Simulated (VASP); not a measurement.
## SiC (rocksalt type): electric field gradients with PBE

The system is SiC (rocksalt type).

```xyz
2
Lattice="0.0000 2.0297 2.0297 2.0297 0.0000 2.0297 2.0297 2.0297 0.0000" Properties=species:S:1:pos:R:3 pbc="T T T"
Si    0.0000    0.0000    0.0000
C     2.0297    2.0297    2.0297
```

| Quantity | Value |
| --- | --- |
| Program | VASP 6.6.1 |
| Task | electric field gradients |
| Functional | PBE |
| Potentials or basis | VASP PAW PBE potentials, release 64 (Si, C) |
| Cutoff | 520 eV |
| k mesh | 13 × 13 × 13 |
| Occupations | fermi-dirac, width 0.05 eV |
| Spin | no spin polarisation |
| Dipole correction | no |
| Further INCAR settings | ALGO = Normal; EDIFF = 1e-08; NBANDS = 11 |

```
Pressure               : 0.2 GPa
Band gap on the k mesh : zero (band 4 reaches 12.35 eV, above the bottom of band 5 at 11.36 eV)
```

Levels at points of the mesh, in eV from the Fermi level:
```csv
k point,band 1,band 2,band 3,band 4,band 5,band 6,band 7,band 8
"(0.00, 0.00, 0.00)",-18.32,0.06,0.06,0.06,7.39,9.00,9.00,9.00
```

Wall time 36 s on 1 thread of AMD EPYC 7R13, on a shared host, peak memory 0.11 GiB.

Caveat: without QUAD_EFG the Cq values of the log hold for a quadrupole moment of 1 mb, not for the nuclei.
